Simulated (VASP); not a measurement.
# Mo: single point with PBEsol

Crystal: Mo.

```
CELL_PARAMETERS angstrom
-1.56455 1.56455 1.56455
1.56455 -1.56455 1.56455
1.56455 1.56455 -1.56455
ATOMIC_POSITIONS crystal
Mo 0.00000 0.00000 0.00000
```

- Program: VASP 6.6.1
- Task: single point
- Functional: PBEsol
- Potentials or basis: VASP PAW PBE potentials, release 64 (Mo_sv)
- Cutoff: 520 eV
- k mesh: 16 × 16 × 16
- Occupations: gaussian, width 0.1 eV
- Spin: no spin polarisation

```yaml
Pressure: 0.5 GPa
Band_gap_on_the_k_mesh: zero (band 7 reaches 16.93 eV, above the bottom of band 8 at 11.39 eV)
```

Levels at points of the mesh, in eV from the Fermi level:
| k point | band 5 | band 6 | band 7 | band 8 | band 9 | band 10 |
| --- | --- | --- | --- | --- | --- | --- |
| (0.00, 0.00, 0.00) | -7.35 | -1.40 | -1.40 | -1.40 | 1.69 | 1.69 |
| (0.50, 0.00, 0.00) | -5.48 | -3.51 | 1.68 | 1.73 | 2.38 | 4.93 |
| (0.50, 0.50, 0.50) | -5.63 | -5.63 | 4.13 | 4.13 | 4.13 | 9.18 |

Wall time 15 s on 1 thread of Intel(R) Xeon(R) Platinum 8375C CPU @ 2.90GHz (Ice Lake), on a shared host, peak memory 0.14 GiB.

Caveat: the PAW data sets were made with another functional, which shifts forces and pressure a little.
